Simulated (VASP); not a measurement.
Here is a VASP 6.6.1 calculation.

The input INCAR:

```
PREC = Accurate ; ENCUT = 520
EDIFF = 1E-6 ; ISMEAR = 0
SIGMA = 0.1 ; LREAL = False
LASPH = True ; NELM = 100
ALGO = Normal ; ISIF = 2
LWAVE = False ; LCHARG = True
GGA = PE ; LELF = True
LVHAR = True ; NBANDS = 11
```

File KPOINTS:

```
Automatic mesh
0
Gamma
  22 22 22
```

POSCAR

```
C
1.0
   -1.8537823150      2.0289249454      1.0651139726
    1.8537823150     -2.0289249454      1.0651139726
    1.8537823150      2.0289249454     -1.0651139726
C
2
Direct
    0.2729329864      1.0229329864      0.2500000000
    0.7270670136     -0.0229329864      0.7500000000
```

Potentials or basis: VASP PAW PBE potentials, release 64 (C).

The run is started by

```bash
$ cat potpaw_PBE.64/C/POTCAR > POTCAR
$ mpirun -np 1 vasp_std > vasp.out
```

**Question.** Estimate the band gap on the k mesh.

**Answer.** Zero (band 4 reaches 8.97 eV, above the bottom of band 5 at 1.78 eV).

**Question.** Predict the largest force.

**Answer.** 0.646 eV/Å.

Forces in eV/Å, atoms in the order of the input:
```
C    0.000  0.000  0.646
C    0.000  0.000 -0.646
```

Caveat: the cell differs from its parent crystal (Ge replaced by C, lengths x 0.780, strained).
